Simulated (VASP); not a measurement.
# Cu (Fm-3m) in VASP: notebook

Runs on Cu. Level: r2SCAN. Tasks: single point, relaxation of cell and atoms.

Everything below comes from runs of VASP 6.6.1. Logs are shortened: lines on timing, memory, paths and dates and some standing lists are left out, and cuts for length are marked.

## 1. The cell of the first run

The structure is cubic, space group Fm-3m (No. 225). Conventional cell: a = 3.529 Å, b = 3.529 Å, c = 3.529 Å, α = 90.00°, β = 90.00°, γ = 90.00°. Cu (site symmetry m-3m) has 12 Cu at 2.50 Å within 3.3 Å.

## 2. Single point, r2SCAN

POSCAR reads:

```
Cu
1.0
    0.0000000000      1.7644828672      1.7644828672
    1.7644828672      0.0000000000      1.7644828672
    1.7644828672      1.7644828672      0.0000000000
Cu
1
Direct
    0.0000000000      0.0000000000      0.0000000000
```

INCAR.step1 reads:

```
  PREC = Accurate
  ENCUT = 520
  ISMEAR = -1
  SIGMA = 0.1
  LREAL = False
  LASPH = True
  NELM = 80
  NBANDS = 12
  GGA = PE
  ALGO = Normal
  EDIFF = 1E-4
  LWAVE = True
  LCHARG = False
```

INCAR.step2 reads:

```
  PREC = Accurate
  ENCUT = 520
  EDIFF = 1E-6
  ISMEAR = -1
  SIGMA = 0.1
  LREAL = False
  LASPH = True
  NELM = 80
  ALGO = Normal
  ISIF = 2
  LWAVE = False
  LCHARG = True
  METAGGA = R2SCAN
  LMIXTAU = True
  LELF = True
  LVHAR = True
  NBANDS = 12
  ISTART = 1
```

KPOINTS reads:

```
Automatic mesh
0
Gamma
  20 20 20
```

Potentials or basis: VASP PAW PBE potentials, release 64 (Cu).

On the command line:

```
$ cat potpaw_PBE.64/Cu/POTCAR > POTCAR
$ cp INCAR.step1 INCAR
$ mpirun -np 1 vasp_std > vasp.out
$ cp INCAR.step2 INCAR
$ mpirun -np 1 vasp_std > vasp.out
```

OUTCAR:

```text
PREC = Accurate
   ENCUT = 520
   EDIFF = 1E-6
   ISMEAR = -1
   LREAL = False
   LASPH = True
   NELM = 80
   ISIF = 2
   METAGGA = R2SCAN
   ISTART = 1

 ion  position               nearest neighbor table
   1  0.000  0.000  0.000-

  LATTYP: Found a face centered cubic cell.
 ALAT       =     3.5289657344

  Lattice vectors:

 A1 = (   0.0000000000,   1.7644828672,   1.7644828672)
 A2 = (   1.7644828672,   0.0000000000,   1.7644828672)
 A3 = (   1.7644828672,   1.7644828672,   0.0000000000)

Analysis of symmetry for initial positions (statically):
=====================================================================
 Subroutine PRICEL returns:
 Original cell was already a primitive cell.

 Routine SETGRP: Setting up the symmetry group for a
 face centered cubic supercell.

 Subroutine GETGRP returns: Found 48 space group operations
 (whereof 48 operations were pure point group operations)
 out of a pool of 48 trial point group operations.

The static configuration has the point symmetry O_h .

Analysis of symmetry for dynamics (positions and initial velocities):
=====================================================================
 Subroutine PRICEL returns:
 Original cell was already a primitive cell.

 Routine SETGRP: Setting up the symmetry group for a
 face centered cubic supercell.

 Subroutine GETGRP returns: Found 48 space group operations
 (whereof 48 operations were pure point group operations)
 out of a pool of 48 trial point group operations.

The dynamic configuration has the point symmetry O_h .

 Subroutine INISYM returns: Found 48 space group operations
 (whereof 48 operations are pure point group operations),
 and found     1 'primitive' translations

----------------------------------------------------------------------------------------

                                     Primitive cell

  volume of cell :      10.9871

  direct lattice vectors                    reciprocal lattice vectors
     0.000000000  1.764482867  1.764482867    -0.283369144  0.283369144  0.283369144
     1.764482867  0.000000000  1.764482867     0.283369144 -0.283369144  0.283369144
     1.764482867  1.764482867  0.000000000     0.283369144  0.283369144 -0.283369144

  length of vectors
     2.495355601  2.495355601  2.495355601     0.490809755  0.490809755  0.490809755

  position of ions in fractional coordinates (direct lattice)
     0.000000000  0.000000000  0.000000000

  ion indices of the primitive-cell ions
   primitive index   ion index
                 1           1

----------------------------------------------------------------------------------------

 KPOINTS: Automatic mesh

Automatic generation of k-mesh.
 Grid dimensions read from file:
 generate k-points for:   20   20   20

 Generating k-lattice:

  Cartesian coordinates                     Fractional coordinates (reciprocal lattice)
    -0.014168457  0.014168457  0.014168457     0.050000000  0.000000000  0.000000000
     0.014168457 -0.014168457  0.014168457     0.000000000  0.050000000  0.000000000
     0.014168457  0.014168457 -0.014168457     0.000000000  0.000000000  0.050000000

  Length of vectors
     0.024540488  0.024540488  0.024540488

  Shift w.r.t. Gamma in fractional coordinates (k-lattice)
     0.000000000  0.000000000  0.000000000

 Subroutine IBZKPT returns following result:
 ===========================================

 Found    256 irreducible k-points:

 Following reciprocal coordinates:
            Coordinates               Weight
  0.000000  0.000000  0.000000      1.000000
  0.050000  0.000000  0.000000      8.000000
  0.100000  0.000000  0.000000      8.000000
  0.150000  0.000000  0.000000      8.000000
  0.200000  0.000000  0.000000      8.000000
  0.250000  0.000000  0.000000      8.000000
[... 16 lines left out ...]
 -0.400000  0.050000  0.000000     24.000000
 -0.350000  0.050000  0.000000     24.000000
 [... further k-points ...]
   k-points           NKPTS =    256   k-points in BZ     NKDIM =    256   number of bands    NBANDS=     12
   number of dos      NEDOS =    301   number of ions     NIONS =      1
   total plane-waves  NPLWV =   8000
   dimension x,y,z NGX =    20 NGY =   20 NGZ =   20
   dimension x,y,z NGXF=    40 NGYF=   40 NGZF=   40
   ions per type =               1
   NGX,Y,Z   is equivalent  to a cutoff of  13.32, 13.32, 13.32 a.u.
   NGXF,Y,Z  is equivalent  to a cutoff of  26.65, 26.65, 26.65 a.u.
 SYSTEM =  unknown system
   PREC   = accura    normal or accurate (medium, high low for compatibility)
   ISTART =      1    job   : 0-new  1-cont  2-samecut
   ICHARG =      0    charge: 1-file 2-atom 10-const
   ISPIN  =      1    spin polarized calculation?
   LNONCOLLINEAR =      F non collinear calculations
   LSORBIT =      F    spin-orbit coupling
   LASPH  =      T    aspherical Exc in radial PAW
   ENCUT  =  520.0 eV  38.22 Ry    6.18 a.u.   4.64  4.64  4.64*2*pi/ulx,y,z
   NELM   =     80;   NELMIN=  2; NELMDL=  0     # of ELM steps
   EDIFF  = 0.1E-05   stopping-criterion for ELM
   LREAL  =      F    real-space projection
   EDIFFG = 0.1E-04   stopping-criterion for IOM
   NSW    =      0    number of steps for IOM
   IBRION =     -1    ionic relax: 0-MD 1-quasi-New 2-CG
   NFREE  =      0    steps in history (QN), initial steepest desc. (CG)
   ISIF   =      2    stress and relaxation
   ISYM   =      2    0-nonsym 1-usesym 2-fastsym
   POTIM  = 0.5000    time-step for ionic-motion
   TEBEG  =    0.0;   TEEND  =   0.0 temperature during run
   PSTRESS=    0.0 pullay stress
   NELECT =      11.0000    total number of electrons
   NUPDOWN=      -1.0000    fix difference up-down
   EMIN   =  10.00;   EMAX   =-10.00  energy-range for DOS
   EFERMI =   0.00;   METHOD = LEGACY
   ISMEAR =    -1;   SIGMA  =   0.10  broadening in eV -4-tet -1-fermi 0-gaus
   EFERMI_NEDOS =   21; number of points for ismear=-14 and -15
   IALGO  =     38    algorithm
   IMIX   =      4    mixing-type and parameters
     AMIX     =   0.40;   BMIX     =  1.00
     AMIX_MAG =   1.60;   BMIX_MAG =  1.00
  volume/ion in A,a.u.               =      10.99        74.14
  Fermi-wavevector in a.u.,A,eV,Ry     =   1.637740  3.094880 36.493440  2.682192
  Thomas-Fermi vector in A             =   2.728829
   LORBIT       =      0    0 simple, 1 ext, 2 COOP (PROOUT), +10 PAW based schemes
   METAGGA = R2SCAN    functional components
   LHFCALC =     F    Hartree Fock is set to
   AEXX    =    0.0000 exact exchange contribution
   IVDW    =     0    specifies the selected vdW correction
   LEPSILON=     F    determine dielectric tensor
   LRPA    =     F    only Hartree local field effects (RPA)
 non-spin polarized calculation
  energy-cutoff  :      520.00
  volume of cell :       10.99
 maximum number of plane-waves:       307
   NGX =  9   NGY =  9   NGZ =  9

 number of electron      11.0000004 magnetization

 Free energy of the ion-electron system (eV)
  ---------------------------------------------------
  ext. energy  EPLUGINS =         0.00000000
  ---------------------------------------------------
  free energy    TOTEN  =       -10.81948084 eV

  energy without entropy =      -10.81090518  energy(sigma->0) =      -10.81519301

 E-fermi :   8.3214     XC(G=0): -14.2377

 val. band max:        8.3044058446   @ k =   0.5000   0.2500   0.1000
 cond. band min:       8.3740690623   @ k =   0.4500   0.3500   0.0000
 fundamental gap:      0.0696632176
 Fermi energy:         8.3214408903

 k-point     1 :       0.0000    0.0000    0.0000
  band No.  band energies     occupation
      1      -1.9330      2.00000
      2       4.9462      2.00000
      3       4.9463      2.00000
      4       4.9463      2.00000
      5       5.8613      2.00000
      6       5.8613      2.00000
      7      32.3013      0.00000
      8      35.9180      0.00000
      9      35.9180      0.00000
     10      35.9182      0.00000
     11      38.3892      0.00000
     12      38.3892      0.00000

 k-point     2 :       0.0500    0.0000    0.0000
  band No.  band energies     occupation
      1      -1.8332      2.00000
      2       4.9233      2.00000
      3       4.9660      2.00000
      4       4.9661      2.00000
      5       5.8532      2.00000
      6       5.8532      2.00000
      7      31.8749      0.00000
      8      34.4649      0.00000
      9      35.5750      0.00000
     10      35.5752      0.00000
     11      38.8644      0.00000
     12      38.8644      0.00000

 k-point     3 :       0.1000    0.0000    0.0000
  band No.  band energies     occupation
      1      -1.5366      2.00000
      2       4.8595      2.00000
      3       5.0188      2.00000
      4       5.0189      2.00000
      5       5.8350      2.00000
      6       5.8350      2.00000
      7      30.0134      0.00000
      8      33.4395      0.00000
      9      34.9296      0.00000
     10      34.9297      0.00000
     11      39.8615      0.00000
     12      39.8616      0.00000
[... 286 lines left out ...]
 k-point    23 :      -0.4000    0.0500    0.0000
  band No.  band energies     occupation
      1       2.5395      2.00000
      2       4.9027      2.00000
      3       4.9564      2.00000
      4       5.7106      2.00000
      5       6.3754      2.00000
      6       6.8766      2.00000
      7      14.4251      0.00000
      8      29.7973      0.00000
      9      31.9415      0.00000
     10      33.0435      0.00000
     11      35.8247      0.00000
     12      37.3393      0.00000

 k-point    24 :      -0.3500    0.0500    0.0000
  band No.  band energies     occupation
      1       2.1798      2.00000
      2       4.9617      2.00000
      3       5.0074      2.00000
      4       5.1349      2.00000
      5       6.2282      2.00000
      6       6.5466      2.00000
      7      16.3964      0.00000
      8      29.7882      0.00000
      9      32.3054      0.00000
     10      33.8540      0.00000
     11      35.8847      0.00000
     12      37.8380      0.00000

 [... further k-points ...]

------------------------ aborting loop because EDIFF is reached ----------------------------------------

  FORCE on cell =-STRESS in cart. coord.  units (eV):
  Direction    XX          YY          ZZ          XY          YZ          ZX
  --------------------------------------------------------------------------------------
  -------------------------------------------------------------------------------------
  Total        0.5399552      0.5399552      0.5399552      0.0000000     -0.0000000      0.0000000
  in kB       78.7382924     78.7382924     78.7382924      0.0000000     -0.0000000      0.0000000
  external PRESSURE =      78.7382924 kB  Pullay stress =       0.0000000 kB

 VOLUME and BASIS-vectors are now :
 -----------------------------------------------------------------------------
  energy-cutoff  :      520.00
  volume of cell :       10.99
      direct lattice vectors                 reciprocal lattice vectors
     0.000000000  1.764482867  1.764482867    -0.283369144  0.283369144  0.283369144
     1.764482867  0.000000000  1.764482867     0.283369144 -0.283369144  0.283369144
     1.764482867  1.764482867  0.000000000     0.283369144  0.283369144 -0.283369144

 POSITION                                       TOTAL-FORCE (eV/Angst)
 -----------------------------------------------------------------------------------
      0.00000      0.00000      0.00000        -0.000000      0.000000      0.000000
 -----------------------------------------------------------------------------------
    total drift:                                0.000000      0.000000      0.000000

  FREE ENERGIE OF THE ION-ELECTRON SYSTEM (eV)
  ---------------------------------------------------
  free  energy   TOTEN  =       -10.8194808431 eV

  energy  without entropy=      -10.8109051773  energy(sigma->0) =      -10.81519301
```

Wall time 77 s (1 thread of Intel Xeon Platinum 8488C (Sapphire Rapids), shared host); peak memory 0.15 GiB.

What came out:

```yaml
Free_energy: -10.8195 eV
Pressure: 7.9 GPa
```

Caveat: the PAW data sets were made with another functional, which shifts forces and pressure a little.

## 3. Relaxation of cell and atoms, r2SCAN, target pressure 7.3 GPa, at which the enthalpy is minimised

POSCAR reads:

```
Cu
1.0
    0.0000000000      1.7646110065      1.7646110065
    1.7646110065      0.0000000000      1.7646110065
    1.7646110065      1.7646110065      0.0000000000
Cu
1
Direct
    0.0000000000      0.0000000000      0.0000000000
```

INCAR.step1 reads:

```
SYSTEM = Cu
  ALGO = Normal
  EDIFF = 1E-4
  ENCUT = 600
  GGA = PE
  ISMEAR = 0
  LASPH = .TRUE.
  LCHARG = .FALSE.
  LREAL = .FALSE.
  LWAVE = .TRUE.
  NELM = 60
  PREC = Accurate
  SIGMA = 0.1
```

INCAR.step2 reads:

```
SYSTEM = Cu
  ALGO = Normal
  EDIFF = 1E-6
  EDIFFG = -0.05
  ENCUT = 600
  IBRION = 2
  ISIF = 3
  ISMEAR = 0
  ISTART = 1
  LASPH = .TRUE.
  LCHARG = .FALSE.
  LMIXTAU = .TRUE.
  LREAL = .FALSE.
  LWAVE = .FALSE.
  METAGGA = R2SCAN
  NELM = 60
  NSW = 80
  PREC = Accurate
  PSTRESS = 73.0
  SIGMA = 0.1
```

KPOINTS reads:

```
k-points
0
G
  10 10 10
  0 0 0
```

Potentials or basis: VASP PAW PBE potentials, release 64 (Cu).

On the command line:

```
$ cat potpaw_PBE.64/Cu/POTCAR > POTCAR
$ cp INCAR.step1 INCAR
$ mpirun -np 1 vasp_std > vasp.out
$ cp INCAR.step2 INCAR
$ mpirun -np 1 vasp_std > vasp.out
```

Wall time 19 s (1 thread of Intel Xeon Platinum 8488C (Sapphire Rapids), shared host); peak memory 0.13 GiB.

It converged, with:

```yaml
Free_energy: -10.8008 eV
Pressure_after_relaxing: 7.9 GPa
```

Final structure:
```
CELL_PARAMETERS angstrom
0.00000 1.76461 1.76461
1.76461 0.00000 1.76461
1.76461 1.76461 0.00000
ATOMIC_POSITIONS crystal
Cu 0.00000 0.00000 0.00000
```

Levels at points of the mesh, in eV from the Fermi level:
| k point | band 4 | band 5 | band 6 | band 7 | band 8 | band 9 |
| --- | --- | --- | --- | --- | --- | --- |
| (0.00, 0.00, 0.00) | -3.24 | -2.32 | -2.32 | 24.13 | 27.74 | 27.74 |
| (0.50, 0.00, 0.00) | -1.67 | -1.67 | -1.13 | 4.50 | 22.59 | 24.47 |
| (0.50, 0.50, 0.00) | -1.50 | -1.50 | 1.68 | 8.10 | 14.50 | 14.50 |

Caveat: the relaxation stopped at its first step, so nothing moved; the cell is relaxed towards a set pressure, so the enthalpy falls and the energy may rise; the PAW data sets were made with another functional, which shifts forces and pressure a little.

## 4. Relaxation of cell and atoms, r2SCAN, target pressure 7.3 GPa, at which the enthalpy is minimised

This run uses another cell than the first one, of 11.81 Å³/atom, 1.075 times its volume.

POSCAR reads:

```
Cu
1.0
    0.0000000000      1.8075000000      1.8075000000
    1.8075000000      0.0000000000      1.8075000000
    1.8075000000      1.8075000000      0.0000000000
Cu
1
Direct
    0.0000000000      0.0000000000      0.0000000000
```

INCAR.step1 reads:

```
SYSTEM = Cu
  PREC = Accurate
  ENCUT = 600
  ISMEAR = 0
  SIGMA = 0.1
  LREAL = .False.
  LASPH = .True.
  NELM = 80
  GGA = PE
  ALGO = Normal
  EDIFF = 1E-4
  LWAVE = .True.
  LCHARG = .False.
```

INCAR.step2 reads:

```
SYSTEM = Cu
  PREC = Accurate
  ENCUT = 600
  EDIFF = 1E-6
  ISMEAR = 0
  SIGMA = 0.1
  LREAL = .False.
  LASPH = .True.
  NELM = 80
  ALGO = Normal
  ISIF = 3
  LWAVE = .False.
  LCHARG = .False.
  METAGGA = R2SCAN
  LMIXTAU = .True.
  IBRION = 2
  NSW = 80
  EDIFFG = -0.05
  PSTRESS = 73.0
  ISTART = 1
```

KPOINTS reads:

```
Automatic mesh
0
Gamma
  10 10 10
  0 0 0
```

On the command line:

```
$ cat potpaw_PBE.64/Cu/POTCAR > POTCAR
$ cp INCAR.step1 INCAR
$ mpirun -np 1 vasp_std > vasp.out
$ cp INCAR.step2 INCAR
$ mpirun -np 1 vasp_std > vasp.out
```

Wall time 40 s (1 thread of Intel Xeon Platinum 8488C (Sapphire Rapids), shared host); peak memory 0.13 GiB.

Results (log left out):

| Property | Result |
| --- | --- |
| Free energy | -10.8034 eV |
| Relaxed volume | 11.03 Å³/atom |
| Relaxed cell | a = 2.499 Å, b = 2.499 Å, c = 2.499 Å, α = 60.00°, β = 60.00°, γ = 60.00° |
| Space group after relaxing (to 0.05 Å) | Fm-3m (No. 225) |
| Energy change on relaxing (the enthalpy is what falls) | +5.7 meV/atom |
| Ionic steps | 3 |
| Pressure after relaxing | 7.1 GPa |

Step by step:
```tsv
step	energy change (eV)	largest force (eV/Å)	pressure (GPa)	volume (Å³)
1	0.0000	0.0000	-4.10	11.81
2	0.0546	0.0000	19.36	10.43
3	0.0057	0.0000	7.08	11.03
```

Final structure:
```
Cu
1.0
     0.00000    1.76691    1.76691
     1.76691    0.00000    1.76691
     1.76691    1.76691    0.00000
Cu
1
Direct
  0.00000 0.00000 0.00000
```

Levels at points of the mesh, in eV from the Fermi level:
| k point | band 3 | band 4 | band 5 | band 6 | band 7 | band 8 | band 9 |
| --- | --- | --- | --- | --- | --- | --- | --- |
| (0.00, 0.00, 0.00) | -3.22 | -3.22 | -2.31 | -2.31 | 24.09 | 27.68 | 27.68 |
| (0.50, 0.00, 0.00) | -3.28 | -1.66 | -1.66 | -1.11 | 4.48 | 22.56 | 24.41 |
| (0.50, 0.50, 0.00) | -1.70 | -1.49 | -1.49 | 1.69 | 8.07 | 14.47 | 14.47 |

Caveat: the cell is relaxed towards a set pressure, so the enthalpy falls and the energy may rise; the PAW data sets were made with another functional, which shifts forces and pressure a little.

## 5. Summary

```tsv
task	cell	k mesh	cutoff (eV)	smearing	gap on the mesh (eV)	pressure (GPa)
single point	a = 2.495 Å, angles 60.0°, 1 atom	20 × 20 × 20	520	fermi-dirac 0.1 eV	none	7.9
relaxation of cell and atoms	relaxed to 7.3 GPa from a = 2.496 Å, angles 60.0°, 1 atom	10 × 10 × 10	600	gaussian 0.1 eV	none	7.9
relaxation of cell and atoms	relaxed to 7.3 GPa from a = 2.556 Å, angles 60.0°, 1 atom	10 × 10 × 10	600	gaussian 0.1 eV	none	7.1
```

Alike in all rows: level r2SCAN; potentials or basis VASP PAW PBE potentials, release 64 (Cu); no spin polarisation.

Caveats: the PAW data sets were made with another functional, which shifts forces and pressure a little; the cell is relaxed towards a set pressure, so the enthalpy falls and the energy may rise (some runs); the relaxation stopped at its first step, so nothing moved (some runs).

Total energies depend on the potentials used, so only differences within one code and one set of settings carry meaning.
